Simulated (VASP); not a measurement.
# Cu (Fm-3m) in VASP: notebook, part 3 of 3

VASP 6.6.1. The steps go on from the part before.

**5. Single point, PBEsol**

This run uses another cell than the first one, of 10.74 Å³/atom, 1.114 times its volume.

File INCAR:

```
PREC     = Accurate       # precision mode
ENCUT    = 520            # plane-wave cutoff, eV
EDIFF    = 1E-7           # SCF threshold, eV
ISMEAR   = -1             # smearing method
SIGMA    = 0.1            # smearing width, eV
LREAL    = False          # projectors in reciprocal space
LASPH    = True           # aspherical terms in the spheres
NELM     = 60             # most SCF steps
ALGO     = Normal         # electronic algorithm
ISIF     = 2              # what is computed and relaxed
LWAVE    = False          # write WAVECAR
LCHARG   = True           # write CHGCAR
GGA      = PS             # functional
LELF     = True           # ELF
LVHAR    = True         
NBANDS   = 12             # bands
```

File KPOINTS:

```
regular mesh
0
Gamma
  16 16 16
```

File POSCAR:

```
Cu
1.0
    0.0000000000      1.7513817961      1.7513817961
    1.7513817961      0.0000000000      1.7513817961
    1.7513817961      1.7513817961      0.0000000000
Cu
1
Direct
    0.0000000000      0.0000000000      0.0000000000
```

Potentials or basis: VASP PAW PBE potentials, release 64 (Cu).

On the command line:

```
$ cat potpaw_PBE.64/Cu/POTCAR > POTCAR
$ mpirun -np 1 vasp_std > vasp.out
```

OUTCAR:

```text
PREC = Accurate
   ENCUT = 520
   EDIFF = 1E-7
   ISMEAR = -1
   LREAL = False
   LASPH = True
   NELM = 60
   ISIF = 2
   GGA = PS

 ion  position               nearest neighbor table
   1  0.000  0.000  0.000-

  LATTYP: Found a face centered cubic cell.
 ALAT       =     3.5027635922

  Lattice vectors:

 A1 = (   0.0000000000,   1.7513817961,   1.7513817961)
 A2 = (   1.7513817961,   0.0000000000,   1.7513817961)
 A3 = (   1.7513817961,   1.7513817961,   0.0000000000)

Analysis of symmetry for initial positions (statically):
=====================================================================
 Subroutine PRICEL returns:
 Original cell was already a primitive cell.

 Routine SETGRP: Setting up the symmetry group for a
 face centered cubic supercell.

 Subroutine GETGRP returns: Found 48 space group operations
 (whereof 48 operations were pure point group operations)
 out of a pool of 48 trial point group operations.

The static configuration has the point symmetry O_h .

Analysis of symmetry for dynamics (positions and initial velocities):
=====================================================================
 Subroutine PRICEL returns:
 Original cell was already a primitive cell.

 Routine SETGRP: Setting up the symmetry group for a
 face centered cubic supercell.

 Subroutine GETGRP returns: Found 48 space group operations
 (whereof 48 operations were pure point group operations)
 out of a pool of 48 trial point group operations.

The dynamic configuration has the point symmetry O_h .

 Subroutine INISYM returns: Found 48 space group operations
 (whereof 48 operations are pure point group operations),
 and found     1 'primitive' translations

----------------------------------------------------------------------------------------

                                     Primitive cell
[... 106 lines left out ...]
   IALGO  =     38    algorithm
   IMIX   =      4    mixing-type and parameters
     AMIX     =   0.40;   BMIX     =  1.00
     AMIX_MAG =   1.60;   BMIX_MAG =  1.00
  volume/ion in A,a.u.               =      10.74        72.51
  Fermi-wavevector in a.u.,A,eV,Ry     =   1.649991  3.118031 37.041455  2.722470
  Thomas-Fermi vector in A             =   2.739017
   LORBIT       =      0    0 simple, 1 ext, 2 COOP (PROOUT), +10 PAW based schemes
   GGA     = PS    functional components
   LHFCALC =     F    Hartree Fock is set to
   AEXX    =    0.0000 exact exchange contribution
   IVDW    =     0    specifies the selected vdW correction
   LEPSILON=     F    determine dielectric tensor
   LRPA    =     F    only Hartree local field effects (RPA)
 non-spin polarized calculation
  energy-cutoff  :      520.00
  volume of cell :       10.74
 maximum number of plane-waves:       303
   NGX =  9   NGY =  9   NGZ =  9

 number of electron      10.9999992 magnetization

 Free energy of the ion-electron system (eV)
  ---------------------------------------------------
  ext. energy  EPLUGINS =         0.00000000
  ---------------------------------------------------
  free energy    TOTEN  =        -4.29332670 eV

  energy without entropy =       -4.28321080  energy(sigma->0) =       -4.28826875

 E-fermi :   8.6217     XC(G=0): -13.4699

 val. band max:        8.5868078578   @ k =   0.5000   0.1875   0.0625
 cond. band min:       8.6841856294   @ k =   0.5000   0.3125   0.1250
 fundamental gap:      0.0973777716
 Fermi energy:         8.6216895389

 k-point     1 :       0.0000    0.0000    0.0000
  band No.  band energies     occupation
      1      -1.5071      2.00000
      2       5.2948      2.00000
      3       5.2948      2.00000
      4       5.2948      2.00000
      5       6.2579      2.00000
      6       6.2579      2.00000
      7      31.9642      0.00000
      8      35.3275      0.00000
      9      35.3275      0.00000
     10      35.3275      0.00000
     11      37.9199      0.00000
     12      37.9199      0.00000
[... 331 lines left out ...]
 k-point    24 :      -0.0625    0.0625    0.0000
  band No.  band energies     occupation
      1      -1.1031      2.00000
      2       5.1936      2.00000
      3       5.3707      2.00000
      4       5.3860      2.00000
      5       6.1835      2.00000
      6       6.2728      2.00000
      7      30.2175      0.00000
      8      31.6342      0.00000
      9      34.1669      0.00000
     10      35.8989      0.00000
     11      38.1096      0.00000
     12      38.6241      0.00000

 [... further k-points ...]
[... 5 lines left out ...]
  --------------------------------------------------------------------------------------
  -------------------------------------------------------------------------------------
  Total        0.7181095      0.7181095      0.7181095     -0.0000000     -0.0000000      0.0000000
  in kB      107.0850326    107.0850326    107.0850326     -0.0000000     -0.0000000      0.0000000
  external PRESSURE =     107.0850326 kB  Pullay stress =       0.0000000 kB

 VOLUME and BASIS-vectors are now :
 -----------------------------------------------------------------------------
  energy-cutoff  :      520.00
  volume of cell :       10.74
      direct lattice vectors                 reciprocal lattice vectors
     0.000000000  1.751381796  1.751381796    -0.285488864  0.285488864  0.285488864
     1.751381796  0.000000000  1.751381796     0.285488864 -0.285488864  0.285488864
     1.751381796  1.751381796  0.000000000     0.285488864  0.285488864 -0.285488864

 POSITION                                       TOTAL-FORCE (eV/Angst)
 -----------------------------------------------------------------------------------
      0.00000      0.00000      0.00000         0.000000     -0.000000      0.000000
 -----------------------------------------------------------------------------------
    total drift:                                0.000000     -0.000000     -0.000000

  FREE ENERGIE OF THE ION-ELECTRON SYSTEM (eV)
  ---------------------------------------------------
  free  energy   TOTEN  =        -4.2933267015 eV

  energy  without entropy=       -4.2832107975  energy(sigma->0) =       -4.28826875
```

OSZICAR:

```text
N       E                     dE             d eps       ncg     rms          rms(c)
DAV:   1     0.409278426694E+02    0.40928E+02   -0.54258E+03  3980   0.158E+03
DAV:   2    -0.426121064466E+01   -0.45189E+02   -0.41870E+02  3568   0.207E+02
DAV:   3    -0.540312671077E+01   -0.11419E+01   -0.11376E+01  4128   0.376E+01
DAV:   4    -0.540947730176E+01   -0.63506E-02   -0.63499E-02  3944   0.246E+00
DAV:   5    -0.540953089606E+01   -0.53594E-04   -0.53596E-04  4132   0.229E-01    0.848E+00
DAV:   6    -0.467623694892E+01    0.73329E+00   -0.15928E+01  4152   0.777E+01    0.379E+00
DAV:   7    -0.431044899435E+01    0.36579E+00   -0.22850E+00  4172   0.291E+01    0.663E-01
DAV:   8    -0.429469407484E+01    0.15755E-01   -0.55417E-03  4468   0.867E-01    0.272E-01
DAV:   9    -0.429331657564E+01    0.13775E-02   -0.68056E-03  4412   0.142E+00    0.203E-02
DAV:  10    -0.429332606433E+01   -0.94887E-05   -0.25798E-05  4492   0.805E-02    0.543E-03
DAV:  11    -0.429332666483E+01   -0.60050E-06   -0.52144E-07  4300   0.127E-02    0.231E-04
DAV:  12    -0.429332670146E+01   -0.36634E-07   -0.68313E-09  2296   0.100E-03
   1 F= -.42933267E+01 E0= -.42882687E+01  d E =-.101159E-01
```

stdout:

```text
POSCAR found type information on POSCAR Cu
 POSCAR found :  1 types and       1 ions
 scaLAPACK will be used
 -----------------------------------------------------------------------------
|                                                                             |
|                                                                             |
|     You enforced a specific xc type in the INCAR file but a different       |
|     I HOPE YOU KNOW WHAT YOU ARE DOING!                                     |
|                                                                             |
 -----------------------------------------------------------------------------

 LDA part: xc-table for (Slater+PW92), standard interpolation
 POSCAR, INCAR and KPOINTS ok, starting setup
 FFT: planning ... GRIDC
 FFT: planning ... GRID_SOFT
 FFT: planning ... GRID
 WAVECAR not read
 entering main loop
```

Wall time 10 s (1 thread of Intel Xeon Platinum 8488C (Sapphire Rapids), shared host); peak memory 0.13 GiB.

What came out:

```yaml
Free_energy: -4.2933 eV
Pressure: 10.7 GPa
```

Caveat: the PAW data sets were made with another functional, which shifts forces and pressure a little.

**6. The runs side by side**

| cell | gap on the mesh (eV) | pressure (GPa) |
| --- | --- | --- |
| a = 2.389 Å, angles 60.0°, 1 atom | none | 40.8 |
| a = 2.414 Å, angles 60.0°, 1 atom | none | 30.7 |
| a = 2.442 Å, angles 60.0°, 1 atom | none | 20.7 |
| a = 2.477 Å, angles 60.0°, 1 atom | none | 10.7 |

Alike in all rows: task single point; level PBEsol; potentials or basis VASP PAW PBE potentials, release 64 (Cu); no spin polarisation; k mesh 16 × 16 × 16; cutoff (eV) 520; smearing fermi-dirac 0.1 eV.

Caveats: the PAW data sets were made with another functional, which shifts forces and pressure a little.

Total energies depend on the potentials used, so only differences within one code and one set of settings carry meaning.
